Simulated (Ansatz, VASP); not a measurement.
One calculation of Sc, two programs

INCAR

```
SYSTEM = Sc
PREC     = Accurate       ! precision mode
ENCUT    = 500            ! plane-wave cutoff, eV
EDIFF    = 1E-6           ! SCF threshold, eV
ISMEAR   = -1             ! smearing method
SIGMA    = 0.05           ! smearing width, eV
LREAL    = .False.        ! projectors in reciprocal space
LASPH    = .True.         ! aspherical terms in the spheres
NELM     = 120            ! most SCF steps
ALGO     = Normal         ! electronic algorithm
ISIF     = 2              ! what is computed and relaxed
LWAVE    = .False.        ! write WAVECAR
LCHARG   = .False.        ! write CHGCAR
GGA      = PS             ! functional
NBANDS   = 18             ! bands
GGA_COMPAT= .False.
```

KPOINTS

```
regular mesh
0
Gamma
  8 8 4
  0 0 0
```

POSCAR

```
Sc
1.0
    3.3751800000      0.0000000000      0.0000000000
   -1.6875900000      2.9229916223      0.0000000000
    0.0000000000      0.0000000000      5.2733000000
Sc
2
Direct
    0.6666666667      0.3333333333      0.7500000000
    0.3333333333      0.6666666667      0.2500000000
```

Contents of input.yaml:

```yaml
crystal:
  lattice:
    - [3.37518, 0.0, 0.0]
    - [-1.68759, 2.9229916223, 0.0]
    - [0.0, 0.0, 5.2733]
  atoms:
    - { symbol: Sc, position: [0.6666666667, 0.3333333333, 0.75] }
    - { symbol: Sc, position: [0.3333333333, 0.6666666667, 0.25] }
hamiltonian:
  xc: pbesol
  pseudopotentials: { kind: paw }
kpoints:
  mp_grid: { grid: [8, 8, 4] }
  band_path:
    path:
      - [[0.0, 0.0, 0.0], [0.5, 0.0, 0.0], [0.3333333333, 0.3333333333, 0.0], [0.0, 0.0, 0.0], [0.0, 0.0, 0.5], [0.5, 0.0, 0.5], [0.3333333333, 0.3333333333, 0.5], [0.0, 0.0, 0.5]]
      - [[0.5, 0.0, 0.5], [0.5, 0.0, 0.0]]
      - [[0.3333333333, 0.3333333333, 0.0], [0.3333333333, 0.3333333333, 0.5]]
    npoints: 14
scf:
  occupations: { method: fermi_dirac, width: 0.05 }
  n_extra_bands: 6
output:
  forces: true
  stress: true
  eigenvalues: true
  fatbands: false
```

Alike in both runs: functional PBEsol; k mesh 8 × 8 × 4; occupations fermi-dirac, width 0.05 eV; no spin polarisation.

|  | VASP | Ansatz |
| --- | --- | --- |
| version | VASP 6.6.1 | Ansatz 0.2.0 |
| potentials or method | VASP PAW PBE potentials, release 64 (Sc_sv) | Ansatz PAW |
| plane-wave cutoff (eV) | 500 | 420 |
| valence electrons in the cell | 22 | 22 |
| task | single point | band structure |

|  | VASP | Ansatz | Ansatz less VASP |
| --- | --- | --- | --- |
| gap on the k mesh at the Fermi level (eV) | none | none | - |
| pressure (GPa) | -4.7 | -4.7 | +0.01 |
| traceless stress, the component that is largest in VASP (GPa) | -0.22 | -0.22 | -0.002 |

VASP's potentials were made for PBE, not for PBEsol. A gap of «none» marks a metal or a gap that the smearing closes.
